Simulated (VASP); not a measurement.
A run of VASP 6.6.1:

File INCAR:

```
SYSTEM = W
  PREC = Accurate
  ENCUT = 600
  EDIFF = 1E-7
  ISMEAR = 0
  SIGMA = 0.1
  LREAL = .FALSE.
  LASPH = .TRUE.
  NELM = 60
  ALGO = Fast
  ISIF = 3
  LWAVE = .FALSE.
  LCHARG = .FALSE.
  GGA = PS
  IBRION = 2
  NSW = 70
  EDIFFG = -0.008
  PSTRESS = 300.0
```

File KPOINTS:

```
Automatic mesh
0
G
  18 18 18
  0 0 0
```

The input POSCAR:

```
W
1.0
   -1.5359570728      1.5359570728      1.5359570728
    1.5359570728     -1.5359570728      1.5359570728
    1.5359570728      1.5359570728     -1.5359570728
W
1
Direct
    0.0000000000      0.0000000000      0.0000000000
```

Potentials or basis: VASP PAW PBE potentials, release 64 (W_sv).

The run is started by

```sh
$ cat potpaw_PBE.64/W_sv/POTCAR > POTCAR
$ mpirun -np 1 vasp_std > vasp.out
```

Hardware: 1 thread of Intel Xeon 8259CL, with other jobs on the host.

Q: How long does it take, and how much memory?

A: Run time: 2.1 min on 1 thread of Intel Xeon 8259CL, on a shared host, peak memory 0.18 GiB. Counts: scf iterations 35, k points 195, ion steps 3.
